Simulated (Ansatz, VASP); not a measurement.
Two plane-wave programs on Li

```
CELL_PARAMETERS angstrom
7.21556 0.00000 0.00000
0.00000 7.21556 0.00000
0.00000 0.00000 4.04403
ATOMIC_POSITIONS crystal
Li 0.67595 0.82405 0.50000
Li 0.82405 0.32405 0.50000
Li 0.32405 0.17595 0.50000
Li 0.17595 0.67595 0.50000
Li 0.50000 0.50000 0.00000
Li 0.00000 0.00000 0.00000
Li 0.60905 0.10905 0.00000
Li 0.89095 0.60905 0.00000
Li 0.10905 0.39095 0.00000
Li 0.39095 0.89095 0.00000
```

Alike in both runs: task relaxation of cell and atoms; functional PBE; k mesh 4 × 4 × 4; occupations gaussian, width 0.1 eV; no spin polarisation.

```csv
,VASP,Ansatz
version,VASP 6.6.1,Ansatz 0.2.0
potentials or method,"VASP PAW PBE potentials, release 64 (Li_sv), cutoff 600 eV","scalar-relativistic, plane waves, PAW"
valence electrons in the cell,30,30
```

|  | VASP | Ansatz | Ansatz less VASP |
| --- | --- | --- | --- |
| gap on the k mesh at the Fermi level, each at its own relaxed structure (eV) | none | none | - |
| relaxed volume (Å³/atom) | 20.74 | 20.86 | +0.128 |
| relaxed length of the cell vector where the two differ most in proportion (Å) | 3.696 | 3.720 | +0.0244 |

A gap of «none» marks a metal or a gap that the smearing closes.

The k mesh is coarse, so the values compare programs but aren't converged. Noted on VASP's run: the cutoff is under 1.25 times that of the potentials, so the pressure is a little rough.
